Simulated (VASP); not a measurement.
# Zn2Se (I4_1/amd) in VASP: single point with PBE

Aim: the single point of Zn2Se with PBE.

All numbers are computed with VASP 6.6.1; they aren't measurements. Logs are shortened: lines on timing, memory, paths and dates and some standing lists are left out, and cuts for length are marked.

## 1. The cell of the first run

The structure is tetragonal, space group I4_1/amd (No. 141). The conventional cell has a = 5.318 Å, b = 5.318 Å, c = 8.045 Å, α = 90.00°, β = 90.00°, γ = 90.00°. Within 3.5 Å of Zn (site symmetry 2mm) lie 3 Se at 2.68 to 2.74 Å and 7 Zn at 2.69 to 3.33 Å. Se (site symmetry -4m2) has 6 Zn at 2.68 to 2.74 Å and 4 Se at 3.33 Å within 3.5 Å.

## 2. Single point, PBE

Input file INCAR:

```
SYSTEM = Zn2Se
  PREC = Accurate
  ENCUT = 520
  EDIFF = 1E-6
  ISMEAR = 0
  SIGMA = 0.1
  LREAL = .FALSE.
  LASPH = .TRUE.
  NELM = 60
  ALGO = Normal
  ISIF = 2
  LWAVE = .FALSE.
  LCHARG = .FALSE.
  GGA = PE
  NBANDS = 39
```

Input file KPOINTS:

```
regular mesh
0
G
  10 10 10
  0 0 0
```

Input file POSCAR:

```
Zn2Se
1.0
   -2.6587607755      2.6587607755      4.0225344347
    2.6587607755     -2.6587607755      4.0225344347
    2.6587607755      2.6587607755     -4.0225344347
Zn Se
4 2
Direct
    0.3330328354      0.3330328354      0.0000000000
    0.0830328354      0.5830328354      0.5000000000
    0.4169671646      0.9169671646      0.5000000000
    0.6669671646      0.6669671646      0.0000000000
    0.0000000000      0.0000000000      0.0000000000
    0.7500000000      0.2500000000      0.5000000000
```

Potentials or basis: VASP PAW PBE potentials, release 64 (Zn, Se).

Run with:

```console
$ cat potpaw_PBE.64/Zn/POTCAR potpaw_PBE.64/Se/POTCAR > POTCAR
$ mpirun -np 1 vasp_std > vasp.out
```

OUTCAR:

```text
SYSTEM = Zn2Se
   PREC = Accurate
   ENCUT = 520
   EDIFF = 1E-6
   ISMEAR = 0
   LREAL = .FALSE.
   LASPH = .TRUE.
   NELM = 60
   ISIF = 2
   GGA = PE

 ion  position               nearest neighbor table
   1  0.333  0.333  0.000-   5 2.68   4 2.69   6 2.74   6 2.74   3 2.74   3 2.74
   2  0.083  0.583  0.500-   6 2.68   3 2.69   5 2.74   5 2.74   4 2.74   4 2.74
   3  0.417  0.917  0.500-   6 2.68   2 2.69   5 2.74   5 2.74   1 2.74   1 2.74
   4  0.667  0.667  0.000-   5 2.68   1 2.69   6 2.74   6 2.74   2 2.74   2 2.74
   5  0.000  0.000  0.000-   1 2.68   4 2.68   3 2.74   2 2.74   2 2.74   3 2.74
   6  0.750  0.250  0.500-   2 2.68   3 2.68   1 2.74   4 2.74   1 2.74   4 2.74

  LATTYP: Found a body centered tetragonal cell.
 ALAT       =     5.3175215510
 C/A-ratio  =     1.5129358278

  Lattice vectors:

 A1 = (  -2.6587607755,   2.6587607755,   4.0225344347)
 A2 = (   2.6587607755,  -2.6587607755,   4.0225344347)
 A3 = (   2.6587607755,   2.6587607755,  -4.0225344347)

Analysis of symmetry for initial positions (statically):
=====================================================================
 Subroutine PRICEL returns:
 Original cell was already a primitive cell.

 Routine SETGRP: Setting up the symmetry group for a
 body centered tetragonal supercell.

 Subroutine GETGRP returns: Found 16 space group operations
 (whereof  8 operations were pure point group operations)
 out of a pool of 16 trial point group operations.

The static configuration has the point symmetry D_2d.
 The point group associated with its full space group is D_4h.

Analysis of symmetry for dynamics (positions and initial velocities):
=====================================================================
 Subroutine PRICEL returns:
 Original cell was already a primitive cell.

 Routine SETGRP: Setting up the symmetry group for a
 body centered tetragonal supercell.

 Subroutine GETGRP returns: Found 16 space group operations
 (whereof  8 operations were pure point group operations)
 out of a pool of 16 trial point group operations.

The dynamic configuration has the point symmetry D_2d.
 The point group associated with its full space group is D_4h.

 Subroutine INISYM returns: Found 16 space group operations
 (whereof  8 operations are pure point group operations),
 and found     1 'primitive' translations

----------------------------------------------------------------------------------------

                                     Primitive cell

  volume of cell :     113.7413

  direct lattice vectors                    reciprocal lattice vectors
    -2.658760775  2.658760775  4.022534435     0.000000000  0.188057536  0.124299744
     2.658760775 -2.658760775  4.022534435     0.188057536  0.000000000  0.124299744
     2.658760775  2.658760775 -4.022534435     0.188057536  0.188057536  0.000000000

  length of vectors
     5.506251084  5.506251084  5.506251084     0.225424185  0.225424185  0.265953518

  position of ions in fractional coordinates (direct lattice)
     0.333032835  0.333032835  0.000000000
     0.083032835  0.583032835  0.500000000
     0.416967165  0.916967165  0.500000000
     0.666967165  0.666967165  0.000000000
     0.000000000  0.000000000  0.000000000
     0.750000000  0.250000000  0.500000000

  ion indices of the primitive-cell ions
   primitive index   ion index
                 1           1
                 2           2
                 3           3
                 4           4
                 5           5
                 6           6

----------------------------------------------------------------------------------------

 KPOINTS: regular mesh

Automatic generation of k-mesh.
 Grid dimensions read from file:
 generate k-points for:   10   10   10

 Generating k-lattice:

  Cartesian coordinates                     Fractional coordinates (reciprocal lattice)
     0.000000000  0.018805754  0.012429974     0.100000000 -0.000000000  0.000000000
     0.018805754  0.000000000  0.012429974    -0.000000000  0.100000000  0.000000000
     0.018805754  0.018805754  0.000000000     0.000000000  0.000000000  0.100000000

  Length of vectors
     0.022542418  0.022542418  0.026595352

  Shift w.r.t. Gamma in fractional coordinates (k-lattice)
     0.000000000  0.000000000  0.000000000

 Subroutine IBZKPT returns following result:
 ===========================================

 Found    102 irreducible k-points:

 Following reciprocal coordinates:
            Coordinates               Weight
  0.000000  0.000000  0.000000      1.000000
  0.100000  0.000000  0.000000      8.000000
  0.200000  0.000000  0.000000      8.000000
  0.300000  0.000000  0.000000      8.000000
  0.400000  0.000000  0.000000      8.000000
  0.500000  0.000000  0.000000      4.000000
[... 16 lines left out ...]
  0.300000  0.300000  0.000000      8.000000
  0.400000  0.300000  0.000000     16.000000
 [... further k-points ...]
   k-points           NKPTS =    102   k-points in BZ     NKDIM =    102   number of bands    NBANDS=     39
   number of dos      NEDOS =    301   number of ions     NIONS =      6
   total plane-waves  NPLWV =  74088
   dimension x,y,z NGX =    42 NGY =   42 NGZ =   42
   dimension x,y,z NGXF=    84 NGYF=   84 NGZF=   84
   ions per type =               4   2
   NGX,Y,Z   is equivalent  to a cutoff of  12.68, 12.68, 12.68 a.u.
   NGXF,Y,Z  is equivalent  to a cutoff of  25.36, 25.36, 25.36 a.u.
 SYSTEM =  Zn2Se
   PREC   = accura    normal or accurate (medium, high low for compatibility)
   ISTART =      0    job   : 0-new  1-cont  2-samecut
   ICHARG =      2    charge: 1-file 2-atom 10-const
   ISPIN  =      1    spin polarized calculation?
   LNONCOLLINEAR =      F non collinear calculations
   LSORBIT =      F    spin-orbit coupling
   LASPH  =      T    aspherical Exc in radial PAW
   ENCUT  =  520.0 eV  38.22 Ry    6.18 a.u.  10.24 10.24 10.24*2*pi/ulx,y,z
   NELM   =     60;   NELMIN=  2; NELMDL= -5     # of ELM steps
   EDIFF  = 0.1E-05   stopping-criterion for ELM
   LREAL  =      F    real-space projection
   EDIFFG = 0.1E-04   stopping-criterion for IOM
   NSW    =      0    number of steps for IOM
   IBRION =     -1    ionic relax: 0-MD 1-quasi-New 2-CG
   NFREE  =      0    steps in history (QN), initial steepest desc. (CG)
   ISIF   =      2    stress and relaxation
   ISYM   =      2    0-nonsym 1-usesym 2-fastsym
   POTIM  = 0.5000    time-step for ionic-motion
   TEBEG  =    0.0;   TEEND  =   0.0 temperature during run
   PSTRESS=    0.0 pullay stress
   NELECT =      60.0000    total number of electrons
   NUPDOWN=      -1.0000    fix difference up-down
   EMIN   =  10.00;   EMAX   =-10.00  energy-range for DOS
   EFERMI =   0.00;   METHOD = LEGACY
   ISMEAR =     0;   SIGMA  =   0.10  broadening in eV -4-tet -1-fermi 0-gaus
   EFERMI_NEDOS =   21; number of points for ismear=-14 and -15
   IALGO  =     38    algorithm
   IMIX   =      4    mixing-type and parameters
     AMIX     =   0.40;   BMIX     =  1.00
     AMIX_MAG =   1.60;   BMIX_MAG =  1.00
  volume/ion in A,a.u.               =      18.96       127.93
  Fermi-wavevector in a.u.,A,eV,Ry     =   1.322775  2.499681 23.806555  1.749732
  Thomas-Fermi vector in A             =   2.452431
   LORBIT       =      0    0 simple, 1 ext, 2 COOP (PROOUT), +10 PAW based schemes
   GGA     = PE    functional components
   LHFCALC =     F    Hartree Fock is set to
   AEXX    =    0.0000 exact exchange contribution
   IVDW    =     0    specifies the selected vdW correction
   LEPSILON=     F    determine dielectric tensor
   LRPA    =     F    only Hartree local field effects (RPA)
 non-spin polarized calculation
 Gauss-broadening in eV      SIGMA  =   0.10
  energy-cutoff  :      520.00
  volume of cell :      113.74
 maximum number of plane-waves:      3081
 NGX is ok and might be reduce to    42
   NGX = 21   NGY = 21   NGZ = 21

 number of electron      60.0000024 magnetization

 Free energy of the ion-electron system (eV)
  ---------------------------------------------------
  ext. energy  EPLUGINS =         0.00000000
  ---------------------------------------------------
  free energy    TOTEN  =       -11.56734243 eV

  energy without entropy =      -11.55765395  energy(sigma->0) =      -11.56249819

 E-fermi :   3.0039     XC(G=0): -10.5037

 val. band max:        2.9723719525   @ k =  -0.2000  -0.3000   0.1000
 cond. band min:       3.0206993991   @ k =  -0.4000   0.5000   0.2000
 fundamental gap:      0.0483274466
 Fermi energy:         3.0039219028

 k-point     1 :       0.0000    0.0000    0.0000
  band No.  band energies     occupation
      1     -11.0566      2.00000
      2      -9.0859      2.00000
      3      -4.4270      2.00000
      4      -4.3635      2.00000
      5      -4.2712      2.00000
      6      -4.2218      2.00000
[... 31 lines left out ...]
     38       9.1633      0.00000
     39      10.1406      0.00000

 k-point     2 :       0.1000    0.0000    0.0000
  band No.  band energies     occupation
      1     -11.0193      2.00000
      2      -9.1231      2.00000
      3      -4.4215      2.00000
      4      -4.3678      2.00000
      5      -4.2804      2.00000
      6      -4.2691      2.00000
[... 31 lines left out ...]
     38       9.1082      0.00000
     39      10.6246      0.00000

 k-point     3 :       0.2000    0.0000    0.0000
  band No.  band energies     occupation
      1     -10.9132      2.00000
      2      -9.2285      2.00000
      3      -4.4084      2.00000
      4      -4.3788      2.00000
      5      -4.3390      2.00000
      6      -4.2653      2.00000
[... 832 lines left out ...]
 k-point    23 :       0.3000    0.3000    0.0000
  band No.  band energies     occupation
      1     -10.3816      2.00000
      2      -9.7279      2.00000
      3      -4.4878      2.00000
      4      -4.3922      2.00000
      5      -4.3689      2.00000
      6      -4.3685      2.00000
[... 31 lines left out ...]
     38       8.9629      0.00000
     39      10.2654      0.00000

 k-point    24 :       0.4000    0.3000    0.0000
  band No.  band energies     occupation
      1     -10.2678      2.00000
      2      -9.8239      2.00000
      3      -4.4634      2.00000
      4      -4.3758      2.00000
      5      -4.3672      2.00000
      6      -4.3226      2.00000
[... 31 lines left out ...]
     38       9.5721      0.00000
     39       9.8002      0.00000

 [... further k-points ...]

------------------------ aborting loop because EDIFF is reached ----------------------------------------

  FORCE on cell =-STRESS in cart. coord.  units (eV):
  Direction    XX          YY          ZZ          XY          YZ          ZX
  --------------------------------------------------------------------------------------
  -------------------------------------------------------------------------------------
  Total        0.1471288      0.1471288      0.1893303      0.0000000     -0.0000000      0.0000000
  in kB        2.0724784      2.0724784      2.6669345      0.0000000     -0.0000000      0.0000000
  external PRESSURE =       2.2706304 kB  Pullay stress =       0.0000000 kB

 VOLUME and BASIS-vectors are now :
 -----------------------------------------------------------------------------
  energy-cutoff  :      520.00
  volume of cell :      113.74
      direct lattice vectors                 reciprocal lattice vectors
    -2.658760775  2.658760775  4.022534435     0.000000000  0.188057536  0.124299744
     2.658760775 -2.658760775  4.022534435     0.188057536  0.000000000  0.124299744
     2.658760775  2.658760775 -4.022534435     0.188057536  0.188057536  0.000000000

 POSITION                                       TOTAL-FORCE (eV/Angst)
 -----------------------------------------------------------------------------------
      0.00000      0.00000      2.67927         0.000000     -0.000000      0.002324
      2.65876      0.00000      0.66800        -0.000000      0.000000      0.002324
      2.65876      0.00000      3.35453        -0.000000      0.000000     -0.002324
      0.00000      0.00000      5.36580         0.000000     -0.000000     -0.002324
      0.00000      0.00000      0.00000        -0.000000     -0.000000      0.000000
     -0.00000      2.65876      2.01127        -0.000000     -0.000000      0.000000
 -----------------------------------------------------------------------------------
    total drift:                                0.000000      0.000000      0.000000

  FREE ENERGIE OF THE ION-ELECTRON SYSTEM (eV)
  ---------------------------------------------------
  free  energy   TOTEN  =       -11.5673424334 eV

  energy  without entropy=      -11.5576539502  energy(sigma->0) =      -11.56249819
```

It took 3.5 min on 1 thread of Intel Xeon 6975P-C (Granite Rapids), shared host; peak memory 0.49 GiB.

Results:

- Free energy: -11.5673 eV
- Pressure: 0.2 GPa
- Band gap on the k mesh: zero (bands 30 and 31 overlap by 0.81 eV)

Forces on the atoms (eV/Å):
```
Zn   0.000  0.000  0.002
Zn   0.000  0.000  0.002
Zn   0.000  0.000 -0.002
Zn   0.000  0.000 -0.002
Se   0.000  0.000  0.000
Se   0.000  0.000  0.000
```
